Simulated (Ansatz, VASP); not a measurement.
Br in VASP and in Ansatz

```
CELL_PARAMETERS angstrom
12.00000 0.00000 0.00000
0.00000 12.30000 0.00000
0.00000 0.00000 12.60000
ATOMIC_POSITIONS crystal
Br 0.50000 0.50000 0.40935
Br 0.50000 0.50000 0.59065
```

Alike in both runs: functional PBEsol; k mesh 1 × 1 × 1; occupations fermi-dirac, width 0.01 eV; no spin polarisation.

Ansatz relaxed the structure, and its values are those at the end. VASP's run is a single point on that final structure, the one shown.

|  | VASP | Ansatz |
| --- | --- | --- |
| version | VASP 6.6.1 | Ansatz 0.2.0 |
| potentials or method | VASP PAW PBE potentials, release 64 (Br), cutoff 520 eV | plane waves (420 eV) with PAW, scalar-relativistic |
| valence electrons in the cell | 14 | 14 |

```csv
,VASP,Ansatz,Ansatz less VASP
rms of the force components (eV/Å),0.016,0.000,-0.0162
```

VASP's potentials were made for PBE, not for PBEsol, and Ansatz warns of the same on its side.
